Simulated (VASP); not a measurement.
Input of a VASP 6.6.1 run:

Contents of INCAR:

```
SYSTEM = WS2
  PREC = Accurate
  ENCUT = 520
  EDIFF = 1E-7
  ISMEAR = -1
  SIGMA = 0.03
  LREAL = .False.
  LASPH = .True.
  NELM = 60
  ALGO = Normal
  ISIF = 2
  LWAVE = .False.
  LCHARG = .False.
  GGA = PS
  NBANDS = 20
```

KPOINTS

```
Automatic mesh
0
Gamma
  8 8 8
  0 0 0
```

File POSCAR:

```
WS2
1.0
    1.5737559294      0.9086084095      6.3652657084
   -1.5737559294      0.9086084095      6.3652657084
    0.0000000000     -1.8172168190      6.3652657084
W S
1 2
Direct
   -0.0000062150     -0.0000062150     -0.0000062150
    0.4153927737      0.4153927737      0.4153927737
    0.2512801080      0.2512801080      0.2512801080
```

Potentials or basis: VASP PAW PBE potentials, release 64 (W_sv, S).

Launch:

```console
$ cat potpaw_PBE.64/W_sv/POTCAR potpaw_PBE.64/S/POTCAR > POTCAR
$ mpirun -np 1 vasp_std > vasp.out
```

Question: Estimate the pressure.

Answer: 0.1 GPa.

Question: Estimate the band gap on the k mesh.

Answer: 1.31 eV, indirect (least direct gap 2.36 eV).

Question: Estimate the largest force.

Answer: 0.016 eV/Å.

Forces in eV/Å, atoms in the order of the input:
```
W    0.000  0.000  0.000
S    0.000  0.000  0.016
S    0.000  0.000 -0.016
```

Caveat: the PAW data sets were made with another functional, which shifts forces and pressure a little; spin-orbit coupling is left out, which moves the levels of the heavy elements. A k mesh can miss the band edges.
